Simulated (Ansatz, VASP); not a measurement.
## ZrBr in VASP and in Ansatz

File INCAR:

```
SYSTEM = ZrBr
PREC = Accurate
ENCUT = 520
EDIFF = 1E-6
ISMEAR = -1
SIGMA = 0.02
LREAL = .False.
LASPH = .True.
NELM = 60
ALGO = Normal
ISIF = 2
LWAVE = .False.
LCHARG = .False.
GGA = CA
NBANDS = 27
```

The input KPOINTS:

```
Automatic mesh
0
Gamma
  10 10 10
  0 0 0
```

File POSCAR:

```
ZrBr
1.0
    1.7859042537      1.0310923016      9.5405171794
   -1.7859042537      1.0310923016      9.5405171794
    0.0000000000     -2.0621846032      9.5405171794
Zr Br
2 2
Direct
    0.2092000000      0.2092000000      0.2092000000
    0.7908000000      0.7908000000      0.7908000000
    0.3917000000      0.3917000000      0.3917000000
    0.6083000000      0.6083000000      0.6083000000
```

Input for Ansatz:

```yaml
crystal:
  lattice:
    - [1.7859042537, 1.0310923016, 9.5405171794]
    - [-1.7859042537, 1.0310923016, 9.5405171794]
    - [0.0, -2.0621846032, 9.5405171794]
  atoms:
    - { symbol: Zr, position: [0.2092, 0.2092, 0.2092] }
    - { symbol: Zr, position: [0.7908, 0.7908, 0.7908] }
    - { symbol: Br, position: [0.3917, 0.3917, 0.3917] }
    - { symbol: Br, position: [0.6083, 0.6083, 0.6083] }
kpoints:
  mp_grid: { grid: [10, 10, 10] }
  band_path:
    path:
      - [0.0, 0.0, 0.0]
      - [0.5, 0.5, 0.5]
      - [0.8255465159, 0.1744534841, 0.5]
      - [0.5, -0.1744534841, 0.1744534841]
      - [0.5, 0.0, 0.0]
      - [0.0, 0.0, 0.0]
      - [0.3372267421, -0.3372267421, 0.0]
      - [0.6627732579, 0.0, 0.3372267421]
      - [0.5, 0.0, 0.5]
    npoints: 5
scf:
  occupations: { method: fermi_dirac, width: 0.02 }
hamiltonian:
  xc: lda
  pseudopotentials: { kind: all_electron, lapw: { basis_error: 0.0005 } }
output:
  forces: true
  stress: true
  eigenvalues: true
```

Change from the starting cell: volume scaled by 1.06.

Alike in both runs: task single point; functional LDA; k mesh 10 × 10 × 10; occupations fermi-dirac, width 0.02 eV; no spin polarisation.

|  | VASP | Ansatz |
| --- | --- | --- |
| version | VASP 6.6.1 | Ansatz 0.2.0 |
| potentials or method | VASP PAW LDA potentials, release 64 (Zr_sv, Br), cutoff 520 eV | all-electron LAPW, scalar-relativistic |

VASP gave:

* pressure (GPa): -6.9
* traceless stress, the component that is largest in VASP (GPa): -0.54
* rms of the force components (eV/Å): 0.282

Task: What did Ansatz give for the same quantities?

Result: Pressure (GPa): -7.0; traceless stress, the component that is largest in VASP (GPa): -0.56; rms of the force components (eV/Å): 0.287.

LDA's correlation is that of Perdew and Zunger in VASP and of Perdew and Wang (1992) in Ansatz. Atom by atom the forces differ by 0.006 eV/Å (rms over components). Ansatz ran all-electron here, and VASP with PAW potentials.
